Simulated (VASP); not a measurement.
Input of a VASP 6.6.1 run:

The input INCAR:

```
SYSTEM = Pt
ALGO = Fast ; EDIFF = 1E-6
ENCUT = 520 ; GGA = PE
ISIF = 2 ; ISMEAR = 0
LASPH = .True. ; LCHARG = .True.
LELF = .True. ; LREAL = .False.
LVHAR = .True. ; LWAVE = .False.
NBANDS = 17 ; NELM = 60
PREC = Accurate ; SIGMA = 0.15
```

File KPOINTS:

```
k-points
0
Gamma
  14 14 8
  0 0 0
```

Contents of POSCAR:

```
Pt
1.0
   -1.5814460448      1.5814460448      1.5814460448
    1.5814460448     -1.5814460448      1.5814460448
    3.1628920897      3.1628920897      0.0000000000
Pt
2
Direct
   -0.0226197854     -0.0229664364     -0.0046203619
    0.5226197854      0.5229664364      0.5046203619
```

Potentials or basis: VASP PAW PBE potentials, release 64 (Pt).

Launch:

```sh
$ cat potpaw_PBE.64/Pt/POTCAR > POTCAR
$ mpirun -np 1 vasp_std > vasp.out
```

Question: What does it give for the pressure?

Answer: 1.0 GPa.

Question: Predict the largest force.

Answer: 0.775 eV/Å.

Question: Estimate the band gap on the k mesh.

Answer: Zero (band 10 reaches 11.20 eV, above the bottom of band 11 at 9.30 eV).

Stress tensor (GPa, compression positive):
```
1.42 0.87 0.97
0.87 1.43 0.98
0.97 0.98 0.18
```

Caveat: the cell differs from its parent crystal (atom 2 moved 0.15 Å); spin-orbit coupling is left out, which moves the levels of the heavy elements.
